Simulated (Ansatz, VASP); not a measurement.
## One calculation of Y, two programs

```
Y
1.0
     2.48094   -2.49030    0.00000
     2.48094    2.49030    0.00000
     0.00000    0.00000   10.61998
Y
4
Cartesian
  2.4809 -1.2350 1.3286
  2.4809 -1.2553 6.6386
  2.4809 1.2350 9.2914
  2.4809 1.2553 3.9814
```

Alike in both runs: functional PBE; k mesh 4 × 4 × 2; occupations gaussian, width 0.1 eV; no spin polarisation.

Ansatz relaxed the structure, and its values are those at the end. VASP's run is a single point on that final structure, the one shown.

|  | VASP | Ansatz |
| --- | --- | --- |
| version | VASP 6.6.1 | Ansatz 0.2.0 |
| potentials or method | VASP PAW PBE potentials, release 64 (Y_sv), cutoff 520 eV | scalar-relativistic, plane waves, PAW |
| valence electrons in the cell | 44 | 44 |

Ansatz gave:

```
gap on the k mesh at the Fermi level (eV) : none
pressure (GPa)                            : -0.2
rms of the force components (eV/Å)        : 0.015
```

**Question.** Estimate VASP's values.

**Answer.** gap on the k mesh at the Fermi level (eV): none; pressure (GPa): -0.3; rms of the force components (eV/Å): 0.015.

A gap of «none» marks a metal or a gap that the smearing closes.

The k mesh is coarse, so the values compare programs but aren't converged.
